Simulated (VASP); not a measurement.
## ZrPbO4: single point with PBE

ZrPbO4:

```xyz
6
Lattice="3.7504 0.0000 0.0000 0.0000 3.7504 0.0000 0.0000 0.0000 5.3277" Properties=species:S:1:pos:R:3 pbc="T T T"
Zr    1.8752    1.8752    2.6639
Pb    0.0000    0.0000    0.0000
O     1.8752    0.0000    3.9332
O     0.0000    1.8752    1.3945
O     1.8752    0.0000    1.3945
O     0.0000    1.8752    3.9332
```

```json
{"Program": "VASP 6.6.1", "Task": "single point", "Functional": "PBE", "Potentials or basis": "VASP PAW PBE potentials, release 64 (Zr_sv, Pb_d, O)", "Cutoff": "520 eV", "k mesh": "10 × 10 × 8", "Occupations": "gaussian, width 0.1 eV", "Spin": "no spin polarisation"}
```

The pressure is -4.6 GPa, the largest force is 0.005 eV/Å and the band gap on the k mesh is zero (bands 25 and 26 overlap by 0.33 eV).

Forces in eV/Å, atoms in the order of the input:
```
Zr   0.000  0.000  0.000
Pb   0.000  0.000  0.000
O    0.000  0.000 -0.005
O    0.000  0.000  0.005
O    0.000  0.000  0.005
O    0.000  0.000 -0.005
```

Levels at points of the mesh, in eV from the Fermi level:
```csv
k point,band 23,band 24,band 25,band 26,band 27,band 28
"(0.00, 0.00, 0.00)",-0.73,-0.42,-0.42,-0.19,3.56,3.77
"(0.50, 0.00, 0.00)",-1.24,-1.11,-0.22,1.99,3.38,3.92
"(0.50, 0.50, 0.00)",-0.28,-0.23,-0.11,-0.08,3.74,5.39
"(0.00, 0.00, 0.50)",-0.95,-0.41,-0.41,1.49,3.55,3.63
"(0.50, 0.00, 0.50)",-1.94,-1.67,-1.65,2.63,3.64,4.33
"(0.50, 0.50, 0.50)",-0.34,-0.33,0.15,2.01,3.66,3.92
```

It took 8.3 min on 1 thread of AMD EPYC 7R13, with other jobs on the host, peak memory 0.33 GiB.

Caveat: the cell stands under tension; spin-orbit coupling is left out, which moves the levels of the heavy elements.
